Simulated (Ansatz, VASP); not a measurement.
## Two plane-wave programs on AlN

```
Al N
1.0
     0.00000    1.97800    1.91866
     1.97800    0.00000    1.91866
     1.97800    1.97800    0.00000
Al N
1 1
Direct
  0.00000 0.00000 0.00000
  0.50000 0.50000 0.50000
```

Change from the starting cell: zz strain of -3 %, PAW files.

Alike in both runs: task electric field gradients; functional LDA; k mesh 10 × 10 × 10; occupations fermi-dirac, width 0.02 eV; no spin polarisation.

|  | VASP | Ansatz |
| --- | --- | --- |
| version | VASP 6.6.1 | Ansatz 0.2.0 |
| potentials or method | VASP PAW LDA potentials, release 64 (Al, N) | PAW with Ansatz's default frozen-core files, scalar-relativistic |
| plane-wave cutoff (eV) | 520 | 420 |
| valence electrons in the cell | 8 | 8 |

|  | VASP | Ansatz | Ansatz less VASP |
| --- | --- | --- | --- |
| gap on the k mesh at the Fermi level (eV) | 4.72 | 4.73 | +0.004 |
| pressure (GPa) | 24.4 | 23.5 | -0.95 |
| traceless stress, the component that is largest in VASP (GPa) | 9.97 | 9.68 | -0.292 |
| size of Vzz on the site where it differs most (V/Å²) | 13.7 | 12.5 | -1.24 |

LDA's correlation is that of Perdew and Zunger in VASP and of Perdew and Wang (1992) in Ansatz.
